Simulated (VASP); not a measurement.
Write the native input for VASP 6.6.1 that does the following.

```
Task                   : single point
Functional             : r2SCAN
Potentials or basis    : VASP PAW PBE potentials, release 64 (Ni, Sb, Te)
Cutoff                 : 520 eV
k mesh                 : 12 × 12 × 8
Occupations            : gaussian, width 0.1 eV
Spin                   : no spin polarisation
Dipole correction      : no
Further INCAR settings : ALGO = Normal; EDIFF = 1e-06; NBANDS = 24
```

Crystal: Ni2SbTe.

```
Ni Sb Te
1.0
     4.03495    0.00000    0.00000
    -2.01748    3.49437    0.00000
     0.00000    0.00000    5.32799
Ni Sb Te
2 1 1
Direct
  0.00000 0.00000 0.74449
  0.00000 0.00000 0.25551
  0.66667 0.33333 0.50000
  0.33333 0.66667 0.00000
```

These files were run (other wordings do the same):

POSCAR

```
Ni2SbTe
1.0
    4.0349525286      0.0000000000      0.0000000000
   -2.0174762643      3.4943713928      0.0000000000
    0.0000000000      0.0000000000      5.3279901607
Ni Sb Te
2 1 1
Direct
    0.0000000000      0.0000000000      0.7444924888
    0.0000000000      0.0000000000      0.2555075112
    0.6666666667      0.3333333333      0.5000000000
    0.3333333333      0.6666666667      0.0000000000
```

INCAR.step1

```
SYSTEM = Ni2SbTe
ALGO = Normal
EDIFF = 1E-4
ENCUT = 520
GGA = PE
ISMEAR = 0
LASPH = .True.
LCHARG = .False.
LREAL = .False.
LWAVE = .True.
NBANDS = 24
NELM = 100
PREC = Accurate
SIGMA = 0.1
```

INCAR.step2

```
SYSTEM = Ni2SbTe
ALGO = Normal
EDIFF = 1E-6
ENCUT = 520
ISIF = 2
ISMEAR = 0
ISTART = 1
LASPH = .True.
LCHARG = .False.
LMIXTAU = .True.
LREAL = .False.
LWAVE = .False.
METAGGA = R2SCAN
NBANDS = 24
NELM = 100
PREC = Accurate
SIGMA = 0.1
```

KPOINTS

```
k-points
0
Gamma
  12 12 8
  0 0 0
```

Potentials or basis: VASP PAW PBE potentials, release 64 (Ni, Sb, Te).

Run with:

```bash
$ cat potpaw_PBE.64/Ni/POTCAR potpaw_PBE.64/Sb/POTCAR potpaw_PBE.64/Te/POTCAR > POTCAR
$ cp INCAR.step1 INCAR
$ mpirun -np 1 vasp_std > vasp.out
$ cp INCAR.step2 INCAR
$ mpirun -np 1 vasp_std > vasp.out
```

Results of the run:

| Property | Result |
| --- | --- |
| Pressure | -5.7 GPa |
| Band gap on the k mesh | zero (an odd number of electrons rules out a gap without spin polarisation) |

Caveat: the cell stands under tension; the PAW data sets were made with another functional, which shifts forces and pressure a little; spin-orbit coupling is left out, which moves the levels of the heavy elements.

Run time: 13 min on 1 thread of Intel(R) Xeon(R) Platinum 8259CL CPU @ 2.50GHz (Skylake/Cascade Lake), with other jobs on the host, peak memory 0.33 GiB.
